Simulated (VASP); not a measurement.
# Ta2C (P-3m1) in VASP: further runs

Ta2C is run at these levels: r2SCAN; tasks: single point, relaxation of cell and atoms.

Program: VASP 6.6.1. These are calculated values, not measurements. Logs are shortened: lines on timing, memory, paths and dates and some standing lists are left out, and cuts for length are marked.

## (1) The cell of the first run

Symmetry: P-3m1, No. 164, trigonal system. Conventional cell: a = 3.107 Å, b = 3.107 Å, c = 4.943 Å, α = 90.00°, β = 90.00°, γ = 120.00°. Within 2.9 Å of Ta (site symmetry 3m) lie 3 C at 2.19 Å. C (site symmetry -3m) has 6 Ta at 2.19 Å within 2.9 Å.

## (2) Single point, r2SCAN

POSCAR

```
Ta2C
1.0
    3.1072057289      0.0000000000      0.0000000000
   -1.5536028644      2.6909190960      0.0000000000
    0.0000000000      0.0000000000      4.9431215772
Ta C
2 1
Direct
    0.3333333333      0.6666666667      0.2547369451
    0.6666666667      0.3333333333      0.7452630549
    0.0000000000      0.0000000000      0.0000000000
```

INCAR.step1

```
SYSTEM = Ta2C
PREC = Accurate ; ENCUT = 520
ISMEAR = 0 ; SIGMA = 0.1
LREAL = .False. ; LASPH = .True.
NELM = 60 ; NBANDS = 20
GGA = PE ; ALGO = Normal
EDIFF = 1E-4 ; LWAVE = .True.
LCHARG = .False.
```

INCAR.step2

```
SYSTEM = Ta2C
PREC = Accurate ; ENCUT = 520
EDIFF = 1E-7 ; ISMEAR = 0
SIGMA = 0.1 ; LREAL = .False.
LASPH = .True. ; NELM = 60
ALGO = Normal ; ISIF = 2
LWAVE = .False. ; LCHARG = .False.
METAGGA = R2SCAN ; LMIXTAU = .True.
NBANDS = 20 ; ISTART = 1
```

KPOINTS

```
Automatic mesh
0
Gamma
  6 6 4
  0 0 0
```

Potentials or basis: VASP PAW PBE potentials, release 64 (Ta_pv, C).

Run with:

```console
> cat potpaw_PBE.64/Ta_pv/POTCAR potpaw_PBE.64/C/POTCAR > POTCAR
> cp INCAR.step1 INCAR
> mpirun -np 1 vasp_std > vasp.out
> cp INCAR.step2 INCAR
> mpirun -np 1 vasp_std > vasp.out
```

OUTCAR:

```text
SYSTEM = Ta2C
   PREC = Accurate
   ENCUT = 520
   EDIFF = 1E-7
   ISMEAR = 0
   LREAL = .False.
   LASPH = .True.
   NELM = 60
   ISIF = 2
   METAGGA = R2SCAN
   ISTART = 1

 ion  position               nearest neighbor table
   1  0.333  0.667  0.255-   3 2.19   3 2.19   3 2.19   2 3.02   2 3.02   2 3.02   2 3.09   2 3.09
                             2 3.09
   2  0.667  0.333  0.745-   3 2.19   3 2.19   3 2.19   1 3.02   1 3.02   1 3.02   1 3.09   1 3.09
                             1 3.09
   3  0.000  0.000  0.000-   1 2.19   2 2.19   1 2.19   2 2.19   2 2.19   1 2.19

  LATTYP: Found a hexagonal cell.
 ALAT       =     3.1072057289
 C/A-ratio  =     1.5908575127

  Lattice vectors:

 A1 = (   3.1072057289,   0.0000000000,   0.0000000000)
 A2 = (  -1.5536028644,   2.6909190960,   0.0000000000)
 A3 = (   0.0000000000,   0.0000000000,   4.9431215772)

Analysis of symmetry for initial positions (statically):
=====================================================================
 Subroutine PRICEL returns:
 Original cell was already a primitive cell.

 Routine SETGRP: Setting up the symmetry group for a
 hexagonal supercell.

 Subroutine GETGRP returns: Found 12 space group operations
 (whereof 12 operations were pure point group operations)
 out of a pool of 24 trial point group operations.

The static configuration has the point symmetry D_3d.

Analysis of symmetry for dynamics (positions and initial velocities):
=====================================================================
 Subroutine PRICEL returns:
 Original cell was already a primitive cell.

 Routine SETGRP: Setting up the symmetry group for a
 hexagonal supercell.

 Subroutine GETGRP returns: Found 12 space group operations
 (whereof 12 operations were pure point group operations)
 out of a pool of 24 trial point group operations.

The dynamic configuration has the point symmetry D_3d.

 Subroutine INISYM returns: Found 12 space group operations
 (whereof 12 operations are pure point group operations),
 and found     1 'primitive' translations

----------------------------------------------------------------------------------------

                                     Primitive cell

  volume of cell :      41.3306

  direct lattice vectors                    reciprocal lattice vectors
     3.107205729  0.000000000  0.000000000     0.321832568  0.185810120  0.000000000
    -1.553602864  2.690919096  0.000000000     0.000000000  0.371620240  0.000000000
     0.000000000  0.000000000  4.943121577     0.000000000  0.000000000  0.202301316

  length of vectors
     3.107205729  3.107205729  4.943121577     0.371620240  0.371620240  0.202301316

  position of ions in fractional coordinates (direct lattice)
     0.333333333  0.666666667  0.254736945
     0.666666667  0.333333333  0.745263055
     0.000000000  0.000000000  0.000000000

  ion indices of the primitive-cell ions
   primitive index   ion index
                 1           1
                 2           2
                 3           3

----------------------------------------------------------------------------------------

 KPOINTS: Automatic mesh

Automatic generation of k-mesh.
 Grid dimensions read from file:
 generate k-points for:    6    6    4

 Generating k-lattice:

  Cartesian coordinates                     Fractional coordinates (reciprocal lattice)
     0.053638761  0.030968353  0.000000000     0.166666667  0.000000000  0.000000000
     0.000000000  0.061936707  0.000000000     0.000000000  0.166666667  0.000000000
     0.000000000  0.000000000  0.050575329     0.000000000  0.000000000  0.250000000

  Length of vectors
     0.061936707  0.061936707  0.050575329

  Shift w.r.t. Gamma in fractional coordinates (k-lattice)
     0.000000000  0.000000000  0.000000000

 Subroutine IBZKPT returns following result:
 ===========================================

 Found     24 irreducible k-points:

 Following reciprocal coordinates:
            Coordinates               Weight
  0.000000  0.000000  0.000000      1.000000
  0.166667 -0.000000  0.000000      6.000000
  0.333333 -0.000000  0.000000      6.000000
  0.500000 -0.000000  0.000000      3.000000
  0.166667  0.166667  0.000000      6.000000
  0.333333  0.166667  0.000000     12.000000
[... 16 lines left out ...]
  0.333333  0.166667  0.500000     12.000000
  0.333333  0.333333  0.500000      2.000000
   k-points           NKPTS =     24   k-points in BZ     NKDIM =     24   number of bands    NBANDS=     20
   number of dos      NEDOS =    301   number of ions     NIONS =      3
   total plane-waves  NPLWV =  23040
   dimension x,y,z NGX =    24 NGY =   24 NGZ =   40
   dimension x,y,z NGXF=    48 NGYF=   48 NGZF=   80
   ions per type =               2   1
   NGX,Y,Z   is equivalent  to a cutoff of  12.84, 12.84, 13.45 a.u.
   NGXF,Y,Z  is equivalent  to a cutoff of  25.68, 25.68, 26.91 a.u.
 SYSTEM =  Ta2C
   PREC   = accura    normal or accurate (medium, high low for compatibility)
   ISTART =      1    job   : 0-new  1-cont  2-samecut
   ICHARG =      0    charge: 1-file 2-atom 10-const
   ISPIN  =      1    spin polarized calculation?
   LNONCOLLINEAR =      F non collinear calculations
   LSORBIT =      F    spin-orbit coupling
   LASPH  =      T    aspherical Exc in radial PAW
   ENCUT  =  520.0 eV  38.22 Ry    6.18 a.u.   5.78  5.78  9.19*2*pi/ulx,y,z
   NELM   =     60;   NELMIN=  2; NELMDL=  0     # of ELM steps
   EDIFF  = 0.1E-06   stopping-criterion for ELM
   LREAL  =      F    real-space projection
   EDIFFG = 0.1E-05   stopping-criterion for IOM
   NSW    =      0    number of steps for IOM
   IBRION =     -1    ionic relax: 0-MD 1-quasi-New 2-CG
   NFREE  =      0    steps in history (QN), initial steepest desc. (CG)
   ISIF   =      2    stress and relaxation
   ISYM   =      2    0-nonsym 1-usesym 2-fastsym
   POTIM  = 0.5000    time-step for ionic-motion
   TEBEG  =    0.0;   TEEND  =   0.0 temperature during run
   PSTRESS=    0.0 pullay stress
   NELECT =      26.0000    total number of electrons
   NUPDOWN=      -1.0000    fix difference up-down
   EMIN   =  10.00;   EMAX   =-10.00  energy-range for DOS
   EFERMI =   0.00;   METHOD = LEGACY
   ISMEAR =     0;   SIGMA  =   0.10  broadening in eV -4-tet -1-fermi 0-gaus
   EFERMI_NEDOS =   21; number of points for ismear=-14 and -15
   IALGO  =     38    algorithm
   IMIX   =      4    mixing-type and parameters
     AMIX     =   0.40;   BMIX     =  1.00
     AMIX_MAG =   1.60;   BMIX_MAG =  1.00
  volume/ion in A,a.u.               =      13.78        92.97
  Fermi-wavevector in a.u.,A,eV,Ry     =   1.402734  2.650783 26.771673  1.967662
  Thomas-Fermi vector in A             =   2.525466
   LORBIT       =      0    0 simple, 1 ext, 2 COOP (PROOUT), +10 PAW based schemes
   METAGGA = R2SCAN    functional components
   LHFCALC =     F    Hartree Fock is set to
   AEXX    =    0.0000 exact exchange contribution
   IVDW    =     0    specifies the selected vdW correction
   LEPSILON=     F    determine dielectric tensor
   LRPA    =     F    only Hartree local field effects (RPA)
 non-spin polarized calculation
 Gauss-broadening in eV      SIGMA  =   0.10
  energy-cutoff  :      520.00
  volume of cell :       41.33
 maximum number of plane-waves:      1132
 NGX is ok and might be reduce to    24
   NGX = 11   NGY = 11   NGZ = 19

 number of electron      25.9999998 magnetization

 Free energy of the ion-electron system (eV)
  ---------------------------------------------------
  ext. energy  EPLUGINS =         0.00000000
  ---------------------------------------------------
  free energy    TOTEN  =      -109.17518384 eV

  energy without entropy =     -109.17179846  energy(sigma->0) =     -109.17349115

 E-fermi :   6.6635     XC(G=0): -13.8657

 val. band max:        6.6072488910   @ k =   0.0000   0.0000   0.0000
 cond. band min:       6.6944906854   @ k =   0.0000   0.0000   0.2500
 fundamental gap:      0.0872417944
 Fermi energy:         6.6634654629

 k-point     1 :       0.0000    0.0000    0.0000
  band No.  band energies     occupation
      1     -29.6334      2.00000
      2     -28.9255      2.00000
      3     -28.9255      2.00000
      4     -28.8102      2.00000
      5     -28.8102      2.00000
      6     -28.7212      2.00000
[... 12 lines left out ...]
     19       9.4146      0.00000
     20      14.3303      0.00000

 k-point     2 :       0.1667   -0.0000    0.0000
  band No.  band energies     occupation
      1     -29.5567      2.00000
      2     -29.0852      2.00000
      3     -28.9793      2.00000
      4     -28.9647      2.00000
      5     -28.8270      2.00000
      6     -28.7503      2.00000
[... 12 lines left out ...]
     19      11.5846      0.00000
     20      14.1541      0.00000

 k-point     3 :       0.3333   -0.0000    0.0000
  band No.  band energies     occupation
      1     -29.4096      2.00000
      2     -29.3609      2.00000
      3     -29.2514      2.00000
      4     -29.0761      2.00000
      5     -28.8697      2.00000
      6     -28.8437      2.00000
[... 12 lines left out ...]
     19      13.2117      0.00000
     20      13.7445      0.00000

 k-point     4 :       0.5000   -0.0000    0.0000
  band No.  band energies     occupation
      1     -29.5574      2.00000
      2     -29.3866      2.00000
      3     -29.2291      2.00000
      4     -29.1215      2.00000
      5     -28.9356      2.00000
      6     -28.8932      2.00000
[... 429 lines left out ...]
 k-point    23 :       0.3333    0.1667    0.5000
  band No.  band energies     occupation
      1     -29.5329      2.00000
      2     -29.5045      2.00000
      3     -29.1407      2.00000
      4     -29.1345      2.00000
      5     -28.9088      2.00000
      6     -28.9011      2.00000
[... 12 lines left out ...]
     19      12.6502      0.00000
     20      14.4119      0.00000

 k-point    24 :       0.3333    0.3333    0.5000
  band No.  band energies     occupation
      1     -29.4511      2.00000
      2     -29.4511      2.00000
      3     -29.3186      2.00000
      4     -29.2989      2.00000
      5     -28.8819      2.00000
      6     -28.8819      2.00000
[... 12 lines left out ...]
     19      14.1874      0.00000
     20      14.6405      0.00000

------------------------ aborting loop because EDIFF is reached ----------------------------------------

  FORCE on cell =-STRESS in cart. coord.  units (eV):
  Direction    XX          YY          ZZ          XY          YZ          ZX
  --------------------------------------------------------------------------------------
  -------------------------------------------------------------------------------------
  Total        0.2236578      0.2236578      0.1881815      0.0000000      0.0000000      0.0000000
  in kB        8.6700700      8.6700700      7.2948364      0.0000000      0.0000000      0.0000000
  external PRESSURE =       8.2116588 kB  Pullay stress =       0.0000000 kB

 VOLUME and BASIS-vectors are now :
 -----------------------------------------------------------------------------
  energy-cutoff  :      520.00
  volume of cell :       41.33
      direct lattice vectors                 reciprocal lattice vectors
     3.107205729  0.000000000  0.000000000     0.321832568  0.185810120  0.000000000
    -1.553602864  2.690919096  0.000000000     0.000000000  0.371620240  0.000000000
     0.000000000  0.000000000  4.943121577     0.000000000  0.000000000  0.202301316

 POSITION                                       TOTAL-FORCE (eV/Angst)
 -----------------------------------------------------------------------------------
     -0.00000      1.79395      1.25920        -0.000000      0.000000      0.044483
      1.55360      0.89697      3.68393         0.000000     -0.000000     -0.044483
      0.00000      0.00000      0.00000        -0.000000      0.000000      0.000000
 -----------------------------------------------------------------------------------
    total drift:                                0.000000     -0.000000     -0.000000

  FREE ENERGIE OF THE ION-ELECTRON SYSTEM (eV)
  ---------------------------------------------------
  free  energy   TOTEN  =      -109.1751838444 eV

  energy  without entropy=     -109.1717984627  energy(sigma->0) =     -109.17349115
```

It took 96 s on 1 thread of Intel Xeon 8259CL, shared host; peak memory 0.18 GiB.

Results:

```
Free energy            : -109.1752 eV
Pressure               : 0.8 GPa
Largest force          : 0.044 eV/Å
Band gap on the k mesh : zero (bands 13 and 14 overlap by 0.74 eV)
```

Forces on the atoms (eV/Å):
```
Ta   0.000  0.000  0.044
Ta   0.000  0.000 -0.044
C    0.000  0.000  0.000
```

Caveat: the k points lie up to 0.39 Å⁻¹ apart, too coarse for converged energies and pressures of a metal; the PAW data sets were made with another functional, which shifts forces and pressure a little; spin-orbit coupling is left out, which moves the levels of the heavy elements.

[end of part 1 of 2]

The gap in the log of VASP goes by the Fermi energy; the results here count the filled bands.